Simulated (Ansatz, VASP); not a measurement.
## Ba in VASP and in Ansatz

INCAR

```
SYSTEM = Ba
PREC     = Accurate       ! precision mode
ENCUT    = 500            ! plane-wave cutoff, eV
EDIFF    = 1E-6           ! SCF threshold, eV
ISMEAR   = 0              ! smearing method
SIGMA    = 0.1            ! smearing width, eV
LREAL    = .False.        ! projectors in reciprocal space
LASPH    = .True.         ! aspherical terms in the spheres
NELM     = 120            ! most SCF steps
ALGO     = Normal         ! electronic algorithm
ISIF     = 2              ! what is computed and relaxed
LWAVE    = .False.        ! write WAVECAR
LCHARG   = .True.         ! write CHGCAR
GGA      = PS             ! functional
LELF     = .True.         ! ELF
LVHAR    = .True.       
NBANDS   = 11             ! bands
GGA_COMPAT= .False.
```

File KPOINTS:

```
Automatic mesh
0
Gamma
  3 3 2
  0 0 0
```

Contents of POSCAR:

```
Ba
1.0
    4.3116136979      0.0000000000      0.0000000000
   -2.1558068490      3.7339669937      0.0000000000
    0.0000000000      0.0000000000      3.9134133000
Ba
1
Direct
    0.0000000000      0.0000000000      0.0000000000
```

Input for Ansatz:

```yaml
crystal:
  lattice:
    - [4.3116136979, 0.0, 0.0]
    - [-2.155806849, 3.7339669937, 0.0]
    - [0.0, 0.0, 3.9134133]
  atoms:
    - { symbol: Ba, position: [0.0, 0.0, 0.0] }
basis: {}
kpoints:
  mp_grid: { grid: [3, 3, 2] }
hamiltonian:
  xc: pbesol
scf:
  occupations: { method: gaussian, width: 0.1 }
  n_extra_bands: 1
output:
  forces: true
  stress: true
  eigenvalues: true
```

Alike in both runs: task single point; functional PBEsol; k mesh 3 × 3 × 2; occupations gaussian, width 0.1 eV; no spin polarisation.

|  | VASP | Ansatz |
| --- | --- | --- |
| version | VASP 6.6.1 | Ansatz 0.2.0 |
| potentials or method | VASP PAW PBE potentials, release 64 (Ba_sv) | scalar-relativistic, plane waves, PAW |
| plane-wave cutoff (eV) | 500 | 420 |
| valence electrons in the cell | 10 | 10 |

|  | VASP | Ansatz | Ansatz less VASP |
| --- | --- | --- | --- |
| gap on the k mesh at the Fermi level (eV) | none | none | - |
| pressure (GPa) | -3.0 | -3.1 | -0.09 |
| traceless stress, the component that is largest in VASP (GPa) | -1.75 | -1.73 | +0.021 |

VASP's potentials were made for PBE, not for PBEsol. A gap of «none» marks a metal or a gap that the smearing closes.

The k mesh is coarse, so the values compare programs but aren't converged. Spin-orbit coupling is off throughout.
